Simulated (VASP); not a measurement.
# MgI2 (Cm) in VASP: single point with LDA

Aim: the single point of MgI2 with LDA.

Program: VASP 6.6.1. These are calculated values, not measurements. Logs are shortened: lines on timing, memory, paths and dates and some standing lists are left out, and cuts for length are marked.

**1. The cell of the first run**

It takes space group Cm (No. 8, monoclinic). Conventional cell: a = 7.194 Å, b = 4.154 Å, c = 6.862 Å, α = 90.00°, β = 90.00°, γ = 90.00°. Within 3.7 Å of Mg (site symmetry m) lie 6 I at 2.79 to 3.05 Å. I (site symmetry m) has 3 Mg at 2.79 to 2.93 Å within 3.7 Å. Within 3.8 Å of I (site symmetry m) lie 3 Mg at 2.92 to 3.05 Å.

**2. Single point, LDA**

INCAR

```
SYSTEM = MgI2
ALGO = Normal
EDIFF = 1E-6
ENCUT = 520
GGA = CA
ISIF = 2
ISMEAR = 0
LASPH = .True.
LCHARG = .True.
LELF = .True.
LREAL = .False.
LVHAR = .True.
LWAVE = .False.
NBANDS = 15
NELM = 100
PREC = Accurate
SIGMA = 0.05
```

KPOINTS

```
k-points
0
Gamma
  6 6 4
  0 0 0
```

POSCAR

```
MgI2
1.0
    4.1537001214      0.0000000000      0.0000000000
   -2.0768500607      3.5972098248      0.0000000000
    0.0000000000      0.0000000000      6.8620000000
Mg I
1 2
Direct
    0.0000000000      0.0000000000      0.0000000000
    0.3028502906      0.6514251453      0.7797945252
    0.6361836240      0.3180918120      0.2645345252
```

Potentials or basis: VASP PAW LDA potentials, release 64 (Mg, I).

On the command line:

```bash
cat potpaw_LDA.64/Mg/POTCAR potpaw_LDA.64/I/POTCAR > POTCAR
mpirun -np 1 vasp_std > vasp.out
```

OUTCAR:

```text
SYSTEM = MgI2
   EDIFF = 1E-6
   ENCUT = 520
   GGA = CA
   ISIF = 2
   ISMEAR = 0
   LASPH = .True.
   LREAL = .False.
   NELM = 100
   PREC = Accurate

 ion  position               nearest neighbor table
   1  0.000  0.000  0.000-   2 2.79   2 2.79   3 2.92   2 2.93   3 3.05   3 3.05
   2  0.303  0.651  0.780-   1 2.79   1 2.79   1 2.93
   3  0.636  0.318  0.265-   1 2.92   1 3.05   1 3.05

  LATTYP: Found a hexagonal cell.
 ALAT       =     4.1537001214
 C/A-ratio  =     1.6520210413

  Lattice vectors:

 A1 = (   4.1537001214,   0.0000000000,   0.0000000000)
 A2 = (  -2.0768500607,   3.5972098248,   0.0000000000)
 A3 = (   0.0000000000,   0.0000000000,   6.8620000000)

Analysis of symmetry for initial positions (statically):
=====================================================================
 Subroutine PRICEL returns:
 Original cell was already a primitive cell.

 Routine SETGRP: Setting up the symmetry group for a
 hexagonal supercell.

 Subroutine GETGRP returns: Found  2 space group operations
 (whereof  2 operations were pure point group operations)
 out of a pool of 24 trial point group operations.

The static configuration has the point symmetry C_1h.

Analysis of symmetry for dynamics (positions and initial velocities):
=====================================================================
 Subroutine PRICEL returns:
 Original cell was already a primitive cell.

 Routine SETGRP: Setting up the symmetry group for a
 hexagonal supercell.

 Subroutine GETGRP returns: Found  2 space group operations
 (whereof  2 operations were pure point group operations)
 out of a pool of 24 trial point group operations.

The dynamic configuration has the point symmetry C_1h.

 Subroutine INISYM returns: Found  2 space group operations
 (whereof  2 operations are pure point group operations),
 and found     1 'primitive' translations

----------------------------------------------------------------------------------------

                                     Primitive cell

  volume of cell :     102.5302

  direct lattice vectors                    reciprocal lattice vectors
     4.153700121  0.000000000  0.000000000     0.240749205  0.138996618  0.000000000
    -2.076850061  3.597209825  0.000000000     0.000000000  0.277993236  0.000000000
     0.000000000  0.000000000  6.862000000     0.000000000  0.000000000  0.145730108

  length of vectors
     4.153700121  4.153700121  6.862000000     0.277993236  0.277993236  0.145730108

  position of ions in fractional coordinates (direct lattice)
     0.000000000  0.000000000  0.000000000
     0.302850291  0.651425145  0.779794525
     0.636183624  0.318091812  0.264534525

  ion indices of the primitive-cell ions
   primitive index   ion index
                 1           1
                 2           2
                 3           3

----------------------------------------------------------------------------------------

 KPOINTS: k-points

Automatic generation of k-mesh.
 Grid dimensions read from file:
 generate k-points for:    6    6    4

 Generating k-lattice:

  Cartesian coordinates                     Fractional coordinates (reciprocal lattice)
     0.040124867  0.023166103  0.000000000     0.166666667 -0.000000000  0.000000000
     0.000000000  0.046332206  0.000000000     0.000000000  0.166666667  0.000000000
     0.000000000  0.000000000  0.036432527     0.000000000  0.000000000  0.250000000

  Length of vectors
     0.046332206  0.046332206  0.036432527

  Shift w.r.t. Gamma in fractional coordinates (k-lattice)
     0.000000000  0.000000000  0.000000000

 Subroutine IBZKPT returns following result:
 ===========================================

 Found     47 irreducible k-points:

 Following reciprocal coordinates:
            Coordinates               Weight
  0.000000  0.000000  0.000000      1.000000
  0.166667  0.000000  0.000000      2.000000
  0.000000  0.166667  0.000000      4.000000
  0.333333  0.000000  0.000000      2.000000
  0.000000  0.333333  0.000000      4.000000
  0.500000  0.000000  0.000000      1.000000
[... 16 lines left out ...]
  0.500000  0.000000  0.250000      2.000000
  0.000000  0.500000  0.250000      4.000000
 [... further k-points ...]
   k-points           NKPTS =     47   k-points in BZ     NKDIM =     47   number of bands    NBANDS=     15
   number of dos      NEDOS =    301   number of ions     NIONS =      3
   total plane-waves  NPLWV =  55296
   dimension x,y,z NGX =    32 NGY =   32 NGZ =   54
   dimension x,y,z NGXF=    64 NGYF=   64 NGZF=  108
   ions per type =               1   2
   NGX,Y,Z   is equivalent  to a cutoff of  12.81, 12.81, 13.08 a.u.
   NGXF,Y,Z  is equivalent  to a cutoff of  25.62, 25.62, 26.17 a.u.
 SYSTEM =  MgI2
   PREC   = accura    normal or accurate (medium, high low for compatibility)
   ISTART =      0    job   : 0-new  1-cont  2-samecut
   ICHARG =      2    charge: 1-file 2-atom 10-const
   ISPIN  =      1    spin polarized calculation?
   LNONCOLLINEAR =      F non collinear calculations
   LSORBIT =      F    spin-orbit coupling
   LASPH  =      T    aspherical Exc in radial PAW
   ENCUT  =  520.0 eV  38.22 Ry    6.18 a.u.   7.72  7.72 12.76*2*pi/ulx,y,z
   NELM   =    100;   NELMIN=  2; NELMDL= -5     # of ELM steps
   EDIFF  = 0.1E-05   stopping-criterion for ELM
   LREAL  =      F    real-space projection
   EDIFFG = 0.1E-04   stopping-criterion for IOM
   NSW    =      0    number of steps for IOM
   IBRION =     -1    ionic relax: 0-MD 1-quasi-New 2-CG
   NFREE  =      0    steps in history (QN), initial steepest desc. (CG)
   ISIF   =      2    stress and relaxation
   ISYM   =      2    0-nonsym 1-usesym 2-fastsym
   POTIM  = 0.5000    time-step for ionic-motion
   TEBEG  =    0.0;   TEEND  =   0.0 temperature during run
   PSTRESS=    0.0 pullay stress
   NELECT =      16.0000    total number of electrons
   NUPDOWN=      -1.0000    fix difference up-down
   EMIN   =  10.00;   EMAX   =-10.00  energy-range for DOS
   EFERMI =   0.00;   METHOD = LEGACY
   ISMEAR =     0;   SIGMA  =   0.05  broadening in eV -4-tet -1-fermi 0-gaus
   EFERMI_NEDOS =   21; number of points for ismear=-14 and -15
   IALGO  =     38    algorithm
   IMIX   =      4    mixing-type and parameters
     AMIX     =   0.40;   BMIX     =  1.00
     AMIX_MAG =   1.60;   BMIX_MAG =  1.00
  volume/ion in A,a.u.               =      34.18       230.64
  Fermi-wavevector in a.u.,A,eV,Ry     =   0.881382  1.665571 10.569477  0.776835
  Thomas-Fermi vector in A             =   2.001871
   LORBIT       =      0    0 simple, 1 ext, 2 COOP (PROOUT), +10 PAW based schemes
   GGA     = CA    functional components
   LHFCALC =     F    Hartree Fock is set to
   AEXX    =    0.0000 exact exchange contribution
   IVDW    =     0    specifies the selected vdW correction
   LEPSILON=     F    determine dielectric tensor
   LRPA    =     F    only Hartree local field effects (RPA)
 non-spin polarized calculation
 Gauss-broadening in eV      SIGMA  =   0.05
  energy-cutoff  :      520.00
  volume of cell :      102.53
 maximum number of plane-waves:      2798
   NGX = 15   NGY = 15   NGZ = 25

 number of electron      16.0000000 magnetization

 Free energy of the ion-electron system (eV)
  ---------------------------------------------------
  ext. energy  EPLUGINS =         0.00000000
  ---------------------------------------------------
  free energy    TOTEN  =        -8.99329263 eV

  energy without entropy =       -8.99329263  energy(sigma->0) =       -8.99329263

 E-fermi :   2.6458     XC(G=0):  -8.5521

 val. band max:        2.3642918825   @ k =   0.0000   0.0000   0.0000
 cond. band min:       5.4799030042   @ k =   0.5000   0.0000   0.2500
 fundamental gap:      3.1156111218
 Fermi energy:         2.6457585243

 k-point     1 :       0.0000    0.0000    0.0000
  band No.  band energies     occupation
      1     -10.1447      2.00000
      2      -9.1275      2.00000
      3      -1.4548      2.00000
      4       1.3454      2.00000
      5       1.4781      2.00000
      6       2.1730      2.00000
      7       2.2863      2.00000
      8       2.3643      2.00000
      9       5.5346      0.00000
     10       6.7713      0.00000
     11       8.5987      0.00000
     12       8.6838      0.00000
     13       9.5391      0.00000
     14      10.2602      0.00000
     15      10.3597      0.00000

 k-point     2 :       0.1667    0.0000    0.0000
  band No.  band energies     occupation
      1     -10.0136      2.00000
      2      -9.0462      2.00000
      3      -1.2587      2.00000
      4       0.4936      2.00000
      5       1.1012      2.00000
      6       1.3682      2.00000
      7       2.0796      2.00000
      8       2.2413      2.00000
      9       6.4616      0.00000
     10       7.3527      0.00000
     11       8.1771      0.00000
     12       9.0788      0.00000
     13       9.2524      0.00000
     14      10.0737      0.00000
     15      10.5547      0.00000

 k-point     3 :       0.0000    0.1667    0.0000
  band No.  band energies     occupation
      1     -10.0122      2.00000
      2      -9.0471      2.00000
      3      -1.2598      2.00000
      4       0.4037      2.00000
      5       1.1880      2.00000
      6       1.4207      2.00000
      7       2.0748      2.00000
      8       2.2015      2.00000
      9       6.4660      0.00000
     10       7.3911      0.00000
     11       8.1630      0.00000
     12       9.0357      0.00000
     13       9.2289      0.00000
     14      10.0516      0.00000
     15      10.5759      0.00000

 k-point     4 :       0.3333    0.0000    0.0000
  band No.  band energies     occupation
      1      -9.7168      2.00000
      2      -8.8816      2.00000
      3      -1.1591      2.00000
      4      -0.5284      2.00000
      5       0.2563      2.00000
      6       0.7031      2.00000
      7       1.6912      2.00000
      8       1.9842      2.00000
      9       5.9972      0.00000
     10       7.3240      0.00000
     11       8.0803      0.00000
     12       9.1378      0.00000
     13       9.6324      0.00000
     14      10.6574      0.00000
     15      11.0298      0.00000
[... 307 lines left out ...]
 k-point    22 :      -0.3333    0.0000    0.2500
  band No.  band energies     occupation
      1      -9.6974      2.00000
      2      -8.9082      2.00000
      3      -1.1159      2.00000
      4      -0.6942      2.00000
      5       0.4948      2.00000
      6       0.7428      2.00000
      7       1.6566      2.00000
      8       1.9145      2.00000
      9       6.0562      0.00000
     10       7.0321      0.00000
     11       8.3701      0.00000
     12       8.7756      0.00000
     13       9.3068      0.00000
     14      10.9802      0.00000
     15      11.9159      0.00000

 k-point    23 :       0.5000    0.0000    0.2500
  band No.  band energies     occupation
      1      -9.5376      2.00000
      2      -8.8074      2.00000
      3      -1.6846      2.00000
      4      -0.8271      2.00000
      5       0.5622      2.00000
      6       0.5787      2.00000
      7       1.4205      2.00000
      8       1.7758      2.00000
      9       5.4799      0.00000
     10       6.9265      0.00000
     11       8.2396      0.00000
     12       8.7112      0.00000
     13       9.3279      0.00000
     14      10.8641      0.00000
     15      12.7452      0.00000

 k-point    24 :       0.0000    0.5000    0.2500
  band No.  band energies     occupation
      1      -9.5289      2.00000
      2      -8.8138      2.00000
      3      -1.7628      2.00000
      4      -0.7806      2.00000
      5       0.5585      2.00000
      6       0.6488      2.00000
      7       1.4167      2.00000
      8       1.7462      2.00000
      9       5.4885      0.00000
     10       6.9708      0.00000
     11       8.1954      0.00000
     12       8.7150      0.00000
     13       9.3469      0.00000
     14      10.8624      0.00000
     15      12.7376      0.00000

 [... further k-points ...]
[... 5 lines left out ...]
  --------------------------------------------------------------------------------------
  -------------------------------------------------------------------------------------
  Total       -0.8584722     -0.6872279     -0.7817902     -0.1483019     -0.0707050     -0.1224647
  in kB      -13.4148307    -10.7388992    -12.2165670     -2.3174247     -1.1048650     -1.9136829
  external PRESSURE =     -12.1234323 kB  Pullay stress =       0.0000000 kB

 VOLUME and BASIS-vectors are now :
 -----------------------------------------------------------------------------
  energy-cutoff  :      520.00
  volume of cell :      102.53
      direct lattice vectors                 reciprocal lattice vectors
     4.153700121  0.000000000  0.000000000     0.240749205  0.138996618  0.000000000
    -2.076850061  3.597209825  0.000000000     0.000000000  0.277993236  0.000000000
     0.000000000  0.000000000  6.862000000     0.000000000  0.000000000  0.145730108

 POSITION                                       TOTAL-FORCE (eV/Angst)
 -----------------------------------------------------------------------------------
      0.00000      0.00000      0.00000        -0.218510     -0.126157      0.818462
     -0.09496      2.34331      5.35095         0.155988      0.090060     -0.331643
      1.98189      1.14424      1.81524         0.062522      0.036097     -0.486819
 -----------------------------------------------------------------------------------
    total drift:                               -0.000066     -0.000038     -0.000135

  FREE ENERGIE OF THE ION-ELECTRON SYSTEM (eV)
  ---------------------------------------------------
  free  energy   TOTEN  =        -8.9932926309 eV

  energy  without entropy=       -8.9932926309  energy(sigma->0) =       -8.99329263
```

It took 44 s on 1 thread of Intel Xeon Platinum 8488C (Sapphire Rapids), shared host; peak memory 0.23 GiB.

Results:

| Quantity | Value |
| --- | --- |
| Free energy | -8.9933 eV |
| Pressure | -1.2 GPa |
| Largest force | 0.856 eV/Å |
| Band gap on the k mesh | 3.12 eV, indirect (least direct gap 3.17 eV) |

Forces in eV/Å, atoms in the order of the input:
```
Mg  -0.219 -0.126  0.818
I    0.156  0.090 -0.332
I    0.063  0.036 -0.487
```

Stress tensor (GPa, compression positive):
```
-1.34 -0.23 -0.19
-0.23 -1.07 -0.11
-0.19 -0.11 -1.22
```

Levels at points of the mesh, in eV from the valence-band top:
```csv
k point,band 5,band 6,band 7,band 8,band 9,band 10,band 11,band 12
"(0.00, 0.00, 0.00)",-0.89,-0.19,-0.08,0.00,3.17,4.41,6.23,6.32
"(0.50, 0.00, 0.00)",-2.12,-1.83,-1.11,-0.51,3.22,4.71,5.42,6.63
"(0.00, 0.50, 0.00)",-2.12,-1.77,-1.11,-0.53,3.23,4.79,5.33,6.65
"(0.00, 0.00, 0.50)",-0.99,-0.85,-0.12,-0.03,4.00,4.68,6.06,6.14
"(0.50, 0.00, 0.50)",-1.73,-1.37,-0.97,-0.68,3.14,4.65,5.36,5.88
"(0.00, 0.50, 0.50)",-1.66,-1.36,-0.98,-0.71,3.15,4.69,5.40,5.81
```

Caveat: the cell differs from its parent crystal (all I atoms moved +0.188 Å, as atom 2 towards its neighbour atom 3 (I) at 4.101 Å); spin-orbit coupling is left out, which moves the levels of the heavy elements. A k mesh can miss the band edges.
